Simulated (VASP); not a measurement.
# Al2Ru (Fddd) in VASP: a series of runs, part 3 of 3

VASP 6.6.1. Earlier steps stand in the parts before.

## Step 5: Single point, LDA (12.85 Å³/atom)

This run uses another cell than the first one, of 12.85 Å³/atom.

File INCAR:

```
SYSTEM = Al2Ru
  PREC = Accurate
  ENCUT = 520
  EDIFF = 1E-7
  ISMEAR = 0
  SIGMA = 0.03
  LREAL = .False.
  LASPH = .True.
  NELM = 80
  ALGO = Fast
  ISIF = 2
  LWAVE = .False.
  LCHARG = .False.
  GGA = CA
  NBANDS = 29
```

File KPOINTS:

```
Automatic mesh
0
Gamma
  10 10 10
  0 0 0
```

File POSCAR:

```
Al2Ru
1.0
    0.0000000000      4.0645132869      4.4684260247
    2.1227314685      0.0000000000      4.4684260247
    2.1227314685      4.0645132869      0.0000000000
Al Ru
4 2
Direct
    0.0788992938      0.4211007062      0.0788992938
    0.4211007062      0.0788992938      0.4211007062
    0.1711007062      0.8288992938      0.1711007062
    0.8288992938      0.1711007062      0.8288992938
    0.7500000000      0.7500000000      0.7500000000
    0.5000000000      0.5000000000      0.5000000000
```

Potentials or basis: VASP PAW LDA potentials, release 64 (Al, Ru_pv).

Command:

```console
$ cat potpaw_LDA.64/Al/POTCAR potpaw_LDA.64/Ru_pv/POTCAR > POTCAR
$ mpirun -np 1 vasp_std > vasp.out
```

OUTCAR:

```text
SYSTEM = Al2Ru
   PREC = Accurate
   ENCUT = 520
   EDIFF = 1E-7
   ISMEAR = 0
   LREAL = .False.
   LASPH = .True.
   NELM = 80
   ISIF = 2
   GGA = CA

 ion  position               nearest neighbor table
   1  0.079  0.421  0.079-   2 2.48   2 2.48   5 2.54   5 2.54   6 2.56   6 2.56   3 2.58   3 2.58
                             5 2.67   2 2.78   4 3.20   4 3.20   4 3.20   4 3.20
   2  0.421  0.079  0.421-   1 2.48   1 2.48   5 2.54   5 2.54   6 2.56   6 2.56   4 2.58   4 2.58
                             5 2.67   1 2.78   3 3.20   3 3.20   3 3.20   3 3.20
   3  0.171  0.829  0.171-   4 2.48   4 2.48   6 2.54   6 2.54   5 2.56   5 2.56   1 2.58   1 2.58
                             6 2.67   4 2.78   2 3.20   2 3.20   2 3.20   2 3.20
   4  0.829  0.171  0.829-   3 2.48   3 2.48   6 2.54   6 2.54   5 2.56   5 2.56   2 2.58   2 2.58
                             6 2.67   3 2.78   1 3.20   1 3.20   1 3.20   1 3.20
   5  0.750  0.750  0.750-   2 2.54   2 2.54   1 2.54   1 2.54   3 2.56   4 2.56   4 2.56   3 2.56
                             1 2.67   2 2.67   6 3.20   6 3.20   6 3.20   6 3.20
   6  0.500  0.500  0.500-   3 2.54   3 2.54   4 2.54   4 2.54   1 2.56   2 2.56   2 2.56   1 2.56
                             3 2.67   4 2.67   5 3.20   5 3.20   5 3.20   5 3.20

  LATTYP: Found a face centered orthorhombic cell.
 ALAT       =     4.2454629370
 B/A-ratio  =     1.9147562220
 C/A-ratio  =     2.1050359365

  Lattice vectors:

 A1 = (   0.0000000000,   4.0645132869,   4.4684260247)
 A2 = (   2.1227314685,   0.0000000000,   4.4684260247)
 A3 = (   2.1227314685,   4.0645132869,   0.0000000000)

Analysis of symmetry for initial positions (statically):
=====================================================================
 Subroutine PRICEL returns:
 Original cell was already a primitive cell.

 Routine SETGRP: Setting up the symmetry group for a
 face centered orthorhombic supercell.

 Subroutine GETGRP returns: Found  8 space group operations
 (whereof  4 operations were pure point group operations)
 out of a pool of  8 trial point group operations.

The static configuration has the point symmetry D_2 .
 The point group associated with its full space group is D_2h.

[... 147 lines left out ...]
   LHFCALC =     F    Hartree Fock is set to
   AEXX    =    0.0000 exact exchange contribution
   IVDW    =     0    specifies the selected vdW correction
   LEPSILON=     F    determine dielectric tensor
   LRPA    =     F    only Hartree local field effects (RPA)
 non-spin polarized calculation
 RMM-DIIS sequential band-by-band and
 Gauss-broadening in eV      SIGMA  =   0.03
  energy-cutoff  :      520.00
  volume of cell :       77.11
 maximum number of plane-waves:      2102
 NGX is ok and might be reduce to    48
   NGX = 23   NGY = 19   NGZ = 17

 number of electron      39.9999998 magnetization

 Free energy of the ion-electron system (eV)
  ---------------------------------------------------
  ext. energy  EPLUGINS =         0.00000000
  ---------------------------------------------------
  free energy    TOTEN  =       -41.54642962 eV

  energy without entropy =      -41.54598614  energy(sigma->0) =      -41.54620788

 E-fermi :  11.5324     XC(G=0): -12.4174

 val. band max:       11.5298807694   @ k =  -0.1000   0.2000   0.2000
 cond. band min:      11.5396303573   @ k =  -0.2000   0.2000   0.2000
 fundamental gap:      0.0097495879
 Fermi energy:        11.5324304872

 k-point     1 :       0.0000    0.0000    0.0000
  band No.  band energies     occupation
      1     -31.1924      2.00000
      2     -31.1094      2.00000
      3     -31.1020      2.00000
      4     -31.0437      2.00000
      5     -31.0376      2.00000
      6     -31.0369      2.00000
[... 757 lines left out ...]
     28      16.8123      0.00000
     29      17.3759      0.00000

 [... further k-points ...]

------------------------ aborting loop because EDIFF is reached ----------------------------------------

  FORCE on cell =-STRESS in cart. coord.  units (eV):
  Direction    XX          YY          ZZ          XY          YZ          ZX
  --------------------------------------------------------------------------------------
  -------------------------------------------------------------------------------------
  Total       17.9910629      0.2529667     -0.9139124      0.0000000      0.0000000      0.0000000
  in kB      373.8343721      5.2563683    -18.9900877      0.0000000      0.0000000      0.0000000
  external PRESSURE =     120.0335509 kB  Pullay stress =       0.0000000 kB

 VOLUME and BASIS-vectors are now :
 -----------------------------------------------------------------------------
  energy-cutoff  :      520.00
  volume of cell :       77.11
      direct lattice vectors                 reciprocal lattice vectors
     0.000000000  4.064513287  4.468426025    -0.235545573  0.123015959  0.111896224
     2.122731469  0.000000000  4.468426025     0.235545573 -0.123015959  0.111896224
     2.122731469  4.064513287  0.000000000     0.235545573  0.123015959 -0.111896224

 POSITION                                       TOTAL-FORCE (eV/Angst)
 -----------------------------------------------------------------------------------
      1.06137      0.64137      2.23421        -0.000000      0.526638      0.000000
      1.06137      3.42314      2.23421        -0.000000     -0.526638      0.000000
      2.12273      1.39088      4.46843         0.000000     -0.526638     -0.000000
      2.12273      6.73814      4.46843         0.000000      0.526638     -0.000000
      3.18410      6.09677      6.70264        -0.000000     -0.000000     -0.000000
      2.12273      4.06451      4.46843         0.000000      0.000000      0.000000
 -----------------------------------------------------------------------------------
    total drift:                               -0.000000     -0.000000     -0.000000

  FREE ENERGIE OF THE ION-ELECTRON SYSTEM (eV)
  ---------------------------------------------------
  free  energy   TOTEN  =       -41.5464296160 eV

  energy  without entropy=      -41.5459861449  energy(sigma->0) =      -41.54620788
```

OSZICAR:

```text
N       E                     dE             d eps       ncg     rms          rms(c)
DAV:   1     0.305865508820E+03    0.30587E+03   -0.21548E+04 10350   0.133E+03
DAV:   2    -0.324744288233E+02   -0.33834E+03   -0.32748E+03 10634   0.362E+02
DAV:   3    -0.430768356444E+02   -0.10602E+02   -0.10465E+02 12150   0.625E+01
DAV:   4    -0.431955222133E+02   -0.11869E+00   -0.11858E+00 11545   0.647E+00
DAV:   5    -0.431980642960E+02   -0.25421E-02   -0.25419E-02 12182   0.958E-01    0.202E+01
RMM:   6    -0.421966542647E+02    0.10014E+01   -0.94477E+00  9950   0.177E+01    0.486E+00
RMM:   7    -0.416393288858E+02    0.55733E+00   -0.14458E+00  9935   0.772E+00    0.426E+00
RMM:   8    -0.415491924378E+02    0.90136E-01   -0.12901E-01 10889   0.224E+00    0.573E-01
RMM:   9    -0.415466372051E+02    0.25552E-02   -0.16161E-02 11358   0.663E-01    0.318E-01
RMM:  10    -0.415464257585E+02    0.21145E-03   -0.33707E-03 11987   0.428E-01    0.148E-01
RMM:  11    -0.415464125704E+02    0.13188E-04   -0.11366E-03 11877   0.212E-01    0.112E-01
RMM:  12    -0.415464362321E+02   -0.23662E-04   -0.39338E-04 13727   0.875E-02    0.623E-02
RMM:  13    -0.415464337870E+02    0.24451E-05   -0.38632E-05 13855   0.284E-02    0.453E-02
RMM:  14    -0.415464294701E+02    0.43170E-05   -0.18349E-05 11374   0.295E-02    0.719E-03
RMM:  15    -0.415464295434E+02   -0.73353E-07   -0.34308E-06 12824   0.794E-03    0.577E-03
RMM:  16    -0.415464296179E+02   -0.74473E-07   -0.12242E-06 12006   0.371E-03    0.649E-03
RMM:  17    -0.415464296160E+02    0.19245E-08   -0.10929E-07  7639   0.189E-03
   1 F= -.41546430E+02 E0= -.41546208E+02  d E =-.443471E-03
```

stdout:

```text
POSCAR found type information on POSCAR AlRu
 POSCAR found :  2 types and       6 ions
 scaLAPACK will be used
 LDA part: xc-table for (Slater(with rela. corr.)+CA(PZ))
 , standard interpolation
 POSCAR, INCAR and KPOINTS ok, starting setup
 FFT: planning ... GRIDC
 FFT: planning ... GRID_SOFT
 FFT: planning ... GRID
 WAVECAR not read
 entering main loop
```

Run time: 4.8 min. Hardware: 1 thread of Intel Xeon 6975P-C (Granite Rapids), shared host; peak memory 0.42 GiB.

Results:

```yaml
Free_energy: -41.5464 eV
Pressure: 12.0 GPa
Largest_force: 0.527 eV/Å
Band_gap_on_the_k_mesh: zero (bands 20 and 21 overlap by 0.75 eV)
```

Forces on the atoms (eV/Å):
```
Al   0.000  0.527  0.000
Al   0.000 -0.527  0.000
Al   0.000 -0.527  0.000
Al   0.000  0.527  0.000
Ru   0.000  0.000  0.000
Ru   0.000  0.000  0.000
```

Caveat: the stress differs along the axes, from -2 to 37 GPa.

## Step 6: Single point, LDA (12.85 Å³/atom)

This run uses another cell than the first one, of 12.85 Å³/atom.

File INCAR:

```
PREC = Accurate
ENCUT = 520
EDIFF = 1E-6
ISMEAR = 0
SIGMA = 0.03
LREAL = False
LASPH = True
NELM = 100
ALGO = Fast
ISIF = 2
LWAVE = False
LCHARG = True
LELF = True
LVHAR = True
NBANDS = 29
```

File KPOINTS:

```
Automatic mesh
0
Gamma
  10 10 10
```

Changes to POSCAR since step 5:

```diff
@@ -2,5 +2,5 @@
 1.0
-    0.0000000000      4.0645132869      4.4684260247
-    2.1227314685      0.0000000000      4.4684260247
-    2.1227314685      4.0645132869      0.0000000000
+    0.0000000000      3.9438142596      4.3357324802
+    2.2546505900      0.0000000000      4.3357324802
+    2.2546505900      3.9438142596      0.0000000000
 Al Ru
```

Potentials or basis: VASP PAW LDA potentials, release 64 (Al, Ru_pv).

Command:

```console
$ cat potpaw_LDA.64/Al/POTCAR potpaw_LDA.64/Ru_pv/POTCAR > POTCAR
$ mpirun -np 1 vasp_std > vasp.out
```

Run time: 3.9 min. Hardware: 1 thread of Intel Xeon 6975P-C (Granite Rapids), shared host; peak memory 0.42 GiB.

Results (log left out):

| Quantity | Value |
| --- | --- |
| Free energy | -42.2581 eV |
| Pressure | 9.4 GPa |
| Largest force | 0.187 eV/Å |
| Band gap on the k mesh | zero (bands 20 and 21 overlap by 0.09 eV) |

Forces on the atoms (eV/Å):
```
Al   0.000  0.187  0.000
Al   0.000 -0.187  0.000
Al   0.000 -0.187  0.000
Al   0.000  0.187  0.000
Ru   0.000  0.000  0.000
Ru   0.000  0.000  0.000
```

Stress tensor (GPa, compression positive):
```
16.12  0.00  0.00
 0.00  5.45  0.00
 0.00  0.00  6.49
```

Levels at points of the mesh, in eV from the Fermi level:
| k point | band 17 | band 18 | band 19 | band 20 | band 21 | band 22 | band 23 | band 24 |
| --- | --- | --- | --- | --- | --- | --- | --- | --- |
| (0.00, 0.00, 0.00) | -2.10 | -1.51 | -1.46 | 0.09 | 1.64 | 2.49 | 2.56 | 2.73 |
| (0.50, 0.00, 0.00) | -2.44 | -2.40 | -1.33 | -1.06 | 0.28 | 0.64 | 1.97 | 3.35 |
| (0.50, 0.50, 0.00) | -1.92 | -1.92 | -1.23 | -1.23 | 2.44 | 2.44 | 2.44 | 2.44 |
| (0.50, 0.00, 0.50) | -2.45 | -2.45 | -1.70 | -1.70 | 1.72 | 1.72 | 2.39 | 2.39 |
| (0.00, 0.50, 0.50) | -2.88 | -2.88 | -1.45 | -1.45 | 0.36 | 0.36 | 4.74 | 4.74 |

Caveat: the stress differs along the axes, from 5 to 16 GPa.

## Step 7: Overview

| cell | gap on the mesh (eV) | pressure (GPa) | largest force (eV/Å) |
| --- | --- | --- | --- |
| a = 5.725, b = 4.949, c = 4.625 Å, angles 73.4, 55.9, 50.7°, 6 atoms | 0.34 | -4.7 | 0.55 |
| a = 5.959, b = 5.002, c = 4.654 Å, angles 76.1, 54.6, 49.3°, 6 atoms | - | -6.5 | 0.05 |
| a = 5.920, b = 4.905, c = 4.555 Å, angles 77.4, 54.0, 48.7°, 6 atoms | none | 9.9 | 0.31 |
| a = 6.040, b = 4.947, c = 4.585 Å, angles 78.5, 53.4, 48.1°, 6 atoms | none | 12.0 | 0.53 |
| a = 5.861, b = 4.887, c = 4.543 Å, angles 76.8, 54.3, 49.0°, 6 atoms | none | 9.4 | 0.19 |

Alike in all rows: task single point; level LDA; potentials or basis VASP PAW LDA potentials, release 64 (Al, Ru_pv); no spin polarisation; k mesh 10 × 10 × 10; cutoff (eV) 520; smearing gaussian 0.03 eV.

Caveats: the stress differs along the axes, from -24 to 7 GPa (at least some runs); the cell stands under tension (at least some runs); the stress differs along the axes, from 3 to 23 GPa (at least some runs); the stress differs along the axes, from -2 to 37 GPa (at least some runs); the stress differs along the axes, from 5 to 16 GPa (at least some runs).

Absolute energies hang on the potentials; compare differences alone.

The gap in the log of VASP goes by the Fermi energy; the results here count the filled bands.